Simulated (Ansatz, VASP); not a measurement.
# One calculation of Cu, two programs

```
CELL_PARAMETERS angstrom
2.56651 0.00000 0.00000
-1.28326 2.22267 0.00000
0.00000 0.00000 24.38220
ATOMIC_POSITIONS crystal
Cu 0.83333 0.16667 0.32895
Cu 0.16667 0.83333 0.41419
Cu 0.50000 0.50000 0.50000
Cu 0.83333 0.16667 0.58581
Cu 0.16667 0.83333 0.67105
```

Alike in both runs: functional PBE; k mesh 15 × 15 × 1; occupations fermi-dirac, width 0.1 eV; no spin polarisation.

Ansatz relaxed the structure, and its values are those at the end. VASP's run is a single point on that final structure, the one shown.

|  | VASP | Ansatz |
| --- | --- | --- |
| version | VASP 6.6.1 | Ansatz 0.2.0 |
| potentials or method | VASP PAW PBE potentials, release 64 (Cu), cutoff 520 eV | all-electron LAPW, scalar-relativistic |

```tsv
	VASP	Ansatz	Ansatz less VASP
rms of the force components (eV/Å)	0.007	0.001	-0.0063
```

Ansatz ran all-electron here, and VASP with PAW potentials.
